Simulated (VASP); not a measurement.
A run of VASP 6.6.1 is set up as follows.

Contents of POSCAR:

```
BaS
1.0
    4.3601207102      0.0000000000      0.0000000000
   -2.1800603551      3.7759752986      0.0000000000
    0.0000000000      0.0000000000      3.9748508368
Ba S
1 1
Direct
    0.0000000000      0.0000000000      0.0000000000
    0.6666666667      0.3333333333      0.5000000000
```

The input INCAR.step1:

```
SYSTEM = BaS
PREC = Accurate ; ENCUT = 520
ISMEAR = 0 ; SIGMA = 0.05
LREAL = .False. ; LASPH = .True.
NELM = 80 ; NBANDS = 15
GGA = PE ; ALGO = Normal
EDIFF = 1E-4 ; LWAVE = .True.
LCHARG = .False.
```

File INCAR.step2:

```
SYSTEM = BaS
PREC = Accurate ; ENCUT = 520
EDIFF = 1E-6 ; ISMEAR = 0
SIGMA = 0.05 ; LREAL = .False.
LASPH = .True. ; NELM = 80
ALGO = Normal ; ISIF = 2
LWAVE = .False. ; LCHARG = .True.
METAGGA = R2SCAN ; LMIXTAU = .True.
LELF = .True. ; LVHAR = .True.
NBANDS = 15 ; ISTART = 1
```

Contents of KPOINTS:

```
Automatic mesh
0
Gamma
  6 6 6
  0 0 0
```

Potentials or basis: VASP PAW PBE potentials, release 64 (Ba_sv, S).

The run is started by

```bash
$ cat potpaw_PBE.64/Ba_sv/POTCAR potpaw_PBE.64/S/POTCAR > POTCAR
$ cp INCAR.step1 INCAR
$ mpirun -np 1 vasp_std > vasp.out
$ cp INCAR.step2 INCAR
$ mpirun -np 1 vasp_std > vasp.out
```

(1) Predict the band gap on the k mesh.

(2) What does it give for the pressure?

Answers

(1) 2.33 eV, direct.

(2) 0.6 GPa.

Caveat: the PAW data sets were made with another functional, which shifts forces and pressure a little; spin-orbit coupling is left out, which moves the levels of the heavy elements.
